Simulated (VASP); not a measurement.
Crystal: KTaO3.

```
CELL_PARAMETERS angstrom
4.02440 0.00000 0.00000
0.00000 4.02440 0.00000
0.00000 0.00000 4.02440
ATOMIC_POSITIONS crystal
K 0.00000 0.00000 0.00000
Ta 0.50000 0.50000 0.50000
O 0.00000 0.50000 0.50000
O 0.50000 0.50000 0.00000
O 0.50000 0.00000 0.50000
```

Base run:

| Quantity | Value |
| --- | --- |
| Program | VASP 6.6.1 |
| Functional | PBEsol |
| Potentials or basis | VASP PAW PBE potentials, release 64 (K_sv, Ta_pv, O) |
| Cutoff | 520 eV |
| k mesh | 8 × 8 × 8 |
| Occupations | gaussian, width 0.05 eV |
| Spin | no spin polarisation |

Its results: band gap on the k mesh 2.03 eV, indirect (least direct gap 2.66 eV); pressure -4.9 GPa.

**Question.** After a change of settings the same cell gave: band gap on the k mesh 1.97 eV, indirect (least direct gap 2.60 eV); pressure -9.5 GPa. Which change was it?
A. functional from PBEsol to LDA; potentials or basis from VASP PAW PBE potentials, release 64 (K_sv, Ta_pv, O) to VASP PAW LDA potentials, release 64 (K_sv, Ta_pv, O)
B. functional from PBEsol to r2SCAN
C. functional from PBEsol to HSE06; k mesh from 8 × 8 × 8 to 4 × 4 × 4

**Answer.** A.

Caveats: spin-orbit coupling is left out, which moves the levels of the heavy elements; the PAW data sets were made with another functional, which shifts forces and pressure a little (some runs).
